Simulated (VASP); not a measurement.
**C: single point with PBE**

The system is C.

```
CELL_PARAMETERS angstrom
4.46871 0.00000 0.00000
0.00000 3.28101 0.00000
0.00000 0.00000 4.58644
ATOMIC_POSITIONS crystal
C 0.29616 0.08041 0.06519
C 0.70384 0.91959 0.56519
C 0.79616 0.91959 0.06519
C 0.20384 0.08041 0.56519
C 0.99879 0.74065 0.62394
C 0.00121 0.25935 0.12394
C 0.49879 0.25935 0.62394
C 0.50121 0.74065 0.12394
C 0.47507 0.38412 0.93027
C 0.52493 0.61588 0.43027
C 0.97507 0.61588 0.93027
C 0.02493 0.38412 0.43027
```

The cell was generated, and may not be a known phase.

```yaml
Program: VASP 6.6.1
Task: single point
Functional: PBE
Potentials_or_basis: VASP PAW PBE potentials, release 64 (C)
Cutoff: 520 eV
k_mesh: 4 × 6 × 4
Occupations: gaussian, width 0.1 eV
Spin: no spin polarisation
```

```json
{
  "Pressure": "70.7 GPa",
  "Largest force": "0.747 eV/Å",
  "Band gap on the k mesh": "zero (bands 24 and 25 overlap by 1.04 eV)"
}
```

Forces in eV/Å, atoms in the order of the input:
```
C   -0.091 -0.367 -0.230
C    0.091  0.367 -0.230
C   -0.091  0.367 -0.230
C    0.091 -0.367 -0.230
C    0.531 -0.350  0.392
C   -0.531  0.350  0.392
C    0.531  0.350  0.392
C   -0.531 -0.350  0.392
C    0.248 -0.164 -0.162
C   -0.248  0.164 -0.162
C    0.248  0.164 -0.162
C   -0.248 -0.164 -0.162
```

Stress tensor (GPa, compression positive):
```
78.41  0.00  0.00
 0.00 67.84  0.00
 0.00  0.00 65.97
```

Levels at points of the mesh, in eV from the Fermi level:
```
           k point  band 21  band 22  band 23  band 24  band 25  band 26  band 27  band 28
(0.00, 0.00, 0.00)    -5.09    -2.64    -2.16    -0.26     0.70     1.19     1.68     2.33
(0.50, 0.00, 0.00)    -3.14    -3.14    -0.53    -0.53     0.65     0.65     1.19     1.19
(0.00, 0.50, 0.00)    -1.42    -1.10     0.65     0.74     1.96     2.10     2.26     3.35
(0.50, 0.50, 0.00)    -1.09    -1.09    -0.30    -0.30     0.39     0.39     2.20     2.20
(0.00, 0.00, 0.50)    -3.26    -3.26    -0.47    -0.47    -0.13    -0.13     1.02     1.02
(0.50, 0.00, 0.50)    -1.30    -1.30    -1.30    -1.30     0.93     0.93     0.93     0.93
(0.00, 0.50, 0.50)    -0.83    -0.83    -0.82    -0.82     0.91     0.91     2.69     2.69
(0.50, 0.50, 0.50)    -2.26    -2.26    -2.26    -2.26     1.55     1.55     1.55     1.55
```

It took 52 s on 1 thread of Intel(R) Xeon(R) Platinum 8375C CPU @ 2.90GHz (Ice Lake) (shared host), peak memory 0.2 GiB.

Caveat: the stress differs along the axes, from 66 to 78 GPa; this functional lacks dispersion, which binds layers or chains, so the pressure and a relaxed spacing across them are unreliable.
